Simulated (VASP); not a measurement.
# ZrS (I4/mmm) in VASP: a series of runs, part 2 of 2

VASP 6.6.1. Earlier steps stand in the parts before.

### 3 Single point, PBEsol (strain +0.1000 x Voigt [0, 1, 0, 0, 0, 0])

Contents of INCAR:

```
ALGO = Normal ; EDIFF = 1E-7
ENCUT = 520 ; GGA = PS
ISIF = 2 ; ISMEAR = 0
LASPH = True ; LCHARG = True
LELF = True ; LREAL = False
LVHAR = True ; LWAVE = False
NBANDS = 16 ; NELM = 100
PREC = Accurate ; SIGMA = 0.15
```

Contents of KPOINTS:

```
k-points
0
Gamma
  16 16 16
```

Contents of POSCAR:

```
ZrS
1.0
    0.0000000000      2.8875000000      2.6250000000
    2.6250000000      0.0000000000      2.6250000000
    2.6250000000      2.8875000000      0.0000000000
Zr S
1 1
Direct
    0.0000000000      0.0000000000      0.0000000000
    0.5000000000      0.5000000000      0.5000000000
```

Potentials or basis: VASP PAW PBE potentials, release 64 (Zr_sv, S).

On the command line:

```console
cat potpaw_PBE.64/Zr_sv/POTCAR potpaw_PBE.64/S/POTCAR > POTCAR
mpirun -np 1 vasp_std > vasp.out
```

OUTCAR:

```text
EDIFF = 1E-7
   ENCUT = 520
   GGA = PS
   ISIF = 2
   ISMEAR = 0
   LASPH = True
   LREAL = False
   NELM = 100
   PREC = Accurate

 ion  position               nearest neighbor table
   1  0.000  0.000  0.000-   2 2.62   2 2.62   2 2.62   2 2.62   2 2.89   2 2.89
   2  0.500  0.500  0.500-   1 2.62   1 2.62   1 2.62   1 2.62   1 2.89   1 2.89

  LATTYP: Found a body centered tetragonal cell.
 ALAT       =     3.7123106012
 C/A-ratio  =     1.5556349186

  Lattice vectors:

 A1 = (   0.0000000000,  -2.8875000000,   2.6250000000)
 A2 = (   0.0000000000,  -2.8875000000,  -2.6250000000)
 A3 = (   2.6250000000,   2.8875000000,   0.0000000000)

Analysis of symmetry for initial positions (statically):
=====================================================================
 Subroutine PRICEL returns:
 Original cell was already a primitive cell.

 Routine SETGRP: Setting up the symmetry group for a
 body centered tetragonal supercell.

 Subroutine GETGRP returns: Found 16 space group operations
 (whereof 16 operations were pure point group operations)
 out of a pool of 16 trial point group operations.

The static configuration has the point symmetry D_4h.

Analysis of symmetry for dynamics (positions and initial velocities):
=====================================================================
 Subroutine PRICEL returns:
 Original cell was already a primitive cell.

 Routine SETGRP: Setting up the symmetry group for a
 body centered tetragonal supercell.

 Subroutine GETGRP returns: Found 16 space group operations
 (whereof 16 operations were pure point group operations)
 out of a pool of 16 trial point group operations.

The dynamic configuration has the point symmetry D_4h.

 Subroutine INISYM returns: Found 16 space group operations
 (whereof 16 operations are pure point group operations),
 and found     1 'primitive' translations

----------------------------------------------------------------------------------------
[... 113 lines left out ...]
     AMIX_MAG =   1.60;   BMIX_MAG =  1.00
  volume/ion in A,a.u.               =      19.90       134.27
  Fermi-wavevector in a.u.,A,eV,Ry     =   1.256692  2.374803 21.487333  1.579274
  Thomas-Fermi vector in A             =   2.390387
   LORBIT       =      0    0 simple, 1 ext, 2 COOP (PROOUT), +10 PAW based schemes
   GGA     = PS    functional components
   LHFCALC =     F    Hartree Fock is set to
   AEXX    =    0.0000 exact exchange contribution
   IVDW    =     0    specifies the selected vdW correction
   LEPSILON=     F    determine dielectric tensor
   LRPA    =     F    only Hartree local field effects (RPA)
 non-spin polarized calculation
 Gauss-broadening in eV      SIGMA  =   0.15
  energy-cutoff  :      520.00
  volume of cell :       39.79
 maximum number of plane-waves:      1086
 NGX is ok and might be reduce to    30
   NGX = 15   NGY = 13   NGZ = 15

 number of electron      18.0000000 magnetization

 Free energy of the ion-electron system (eV)
  ---------------------------------------------------
  ext. energy  EPLUGINS =         0.00000000
  ---------------------------------------------------
  free energy    TOTEN  =       -16.15565890 eV

  energy without entropy =      -16.13768316  energy(sigma->0) =      -16.14667103

 E-fermi :   9.4123     XC(G=0): -10.9956

 val. band max:        9.4115513559   @ k =   0.3750  -0.3125   0.1250
 cond. band min:       9.4154205807   @ k =  -0.2500   0.3750   0.1250
 fundamental gap:      0.0038692248
 Fermi energy:         9.4123088693

 k-point     1 :       0.0000    0.0000    0.0000
  band No.  band energies     occupation
      1     -40.6268      2.00000
      2     -18.6256      2.00000
      3     -18.6256      2.00000
      4     -18.6073      2.00000
      5      -5.9570      2.00000
      6       5.9214      2.00000
[... 433 lines left out ...]
      3     -18.6322      2.00000
      4     -18.6132      2.00000
      5      -5.8570      2.00000
      6       5.2645      2.00000
[... 8 lines left out ...]
     15      16.9552      0.00000
     16      19.6244      0.00000

 [... further k-points ...]

------------------------ aborting loop because EDIFF is reached ----------------------------------------

  FORCE on cell =-STRESS in cart. coord.  units (eV):
  Direction    XX          YY          ZZ          XY          YZ          ZX
  --------------------------------------------------------------------------------------
  -------------------------------------------------------------------------------------
  Total       -2.4295469     -4.7779810     -2.4295469      0.0000000     -0.0000000      0.0000000
  in kB      -97.8194628   -192.3731217    -97.8194628      0.0000000     -0.0000000      0.0000000
  external PRESSURE =    -129.3373491 kB  Pullay stress =       0.0000000 kB

 VOLUME and BASIS-vectors are now :
 -----------------------------------------------------------------------------
  energy-cutoff  :      520.00
  volume of cell :       39.79
      direct lattice vectors                 reciprocal lattice vectors
     0.000000000  2.887500000  2.625000000    -0.190476190  0.173160173  0.190476190
     2.625000000  0.000000000  2.625000000     0.190476190 -0.173160173  0.190476190
     2.625000000  2.887500000  0.000000000     0.190476190  0.173160173 -0.190476190

 POSITION                                       TOTAL-FORCE (eV/Angst)
 -----------------------------------------------------------------------------------
      0.00000      0.00000      0.00000         0.000000      0.000000     -0.000000
      2.62500      2.88750      2.62500         0.000000      0.000000      0.000000
 -----------------------------------------------------------------------------------
    total drift:                               -0.000000      0.000000      0.000000

  FREE ENERGIE OF THE ION-ELECTRON SYSTEM (eV)
  ---------------------------------------------------
  free  energy   TOTEN  =       -16.1556588975 eV

  energy  without entropy=      -16.1376831569  energy(sigma->0) =      -16.14667103
```

OSZICAR:

```text
N       E                     dE             d eps       ncg     rms          rms(c)
DAV:   1     0.120040344751E+03    0.12004E+03   -0.94192E+03 11168   0.108E+03
DAV:   2    -0.116850450496E+02   -0.13173E+03   -0.12697E+03 14632   0.274E+02
DAV:   3    -0.170715777175E+02   -0.53865E+01   -0.53502E+01 18216   0.493E+01
DAV:   4    -0.171597702631E+02   -0.88193E-01   -0.88165E-01 13784   0.578E+00
DAV:   5    -0.171617391079E+02   -0.19688E-02   -0.19688E-02 16848   0.655E-01    0.130E+01
DAV:   6    -0.162028861655E+02    0.95885E+00   -0.21705E+00 13720   0.957E+00    0.572E+00
DAV:   7    -0.161637428637E+02    0.39143E-01   -0.18323E-01 15440   0.270E+00    0.240E+00
DAV:   8    -0.161562497492E+02    0.74931E-02   -0.28878E-02 13176   0.101E+00    0.360E-01
DAV:   9    -0.161556728652E+02    0.57688E-03   -0.32859E-03 14344   0.309E-01    0.161E-01
DAV:  10    -0.161556606033E+02    0.12262E-04   -0.52353E-04 13824   0.212E-01    0.600E-02
DAV:  11    -0.161556606149E+02   -0.11544E-07   -0.38406E-05 14312   0.547E-02    0.216E-02
DAV:  12    -0.161556587114E+02    0.19035E-05   -0.49490E-06 13984   0.143E-02    0.185E-03
DAV:  13    -0.161556589295E+02   -0.21810E-06   -0.50025E-07 14080   0.524E-03    0.166E-03
DAV:  14    -0.161556588975E+02    0.32018E-07   -0.28393E-08  7264   0.124E-03
   1 F= -.16155659E+02 E0= -.16146671E+02  d E =-.179757E-01
```

It took 1.7 min on 1 thread of Intel Xeon 6975P-C (Granite Rapids), shared host; peak memory 0.33 GiB.

Results:

```yaml
Free_energy: -16.1557 eV
Pressure: -12.9 GPa
Band_gap_on_the_k_mesh: zero (bands 9 and 10 overlap by 2.25 eV)
```

Caveat: the cell differs from its parent crystal (strain +0.1000 x Voigt [0, 1, 0, 0, 0, 0]); the stress differs along the axes, from -19 to -10 GPa; the PAW data sets were made with another functional, which shifts forces and pressure a little.
